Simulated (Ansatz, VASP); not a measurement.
## One calculation of Ge, two programs

```
Ge
1.0
    -2.57449    2.57449    1.39741
     2.57449   -2.57449    1.39741
     2.57449    2.57449   -1.39741
Ge
2
Direct
  0.50000 0.50000 0.00000
  0.25000 0.75000 0.50000
```

Alike in both runs: task relaxation of cell and atoms; functional RPBE; k mesh 11 × 11 × 11; occupations fermi-dirac, width 0.05 eV; no spin polarisation.

```csv
,VASP,Ansatz
version,VASP 6.6.1,Ansatz 0.2.0
potentials or method,"VASP PAW PBE potentials, release 64 (Ge_d), cutoff 600 eV","all-electron LAPW, scalar-relativistic"
```

Ansatz gave:

| Quantity | Value |
| --- | --- |
| relaxed volume (Å³/atom) | 19.82 |
| relaxed cell length with the largest relative difference (Å) | 3.992 |

Question: Which values does VASP return?

Answer: Relaxed volume (Å³/atom): 19.85; relaxed cell length with the largest relative difference (Å): 3.994.

VASP's potentials were made for PBE, not for RPBE. Ansatz ran all-electron here, and VASP with PAW potentials.
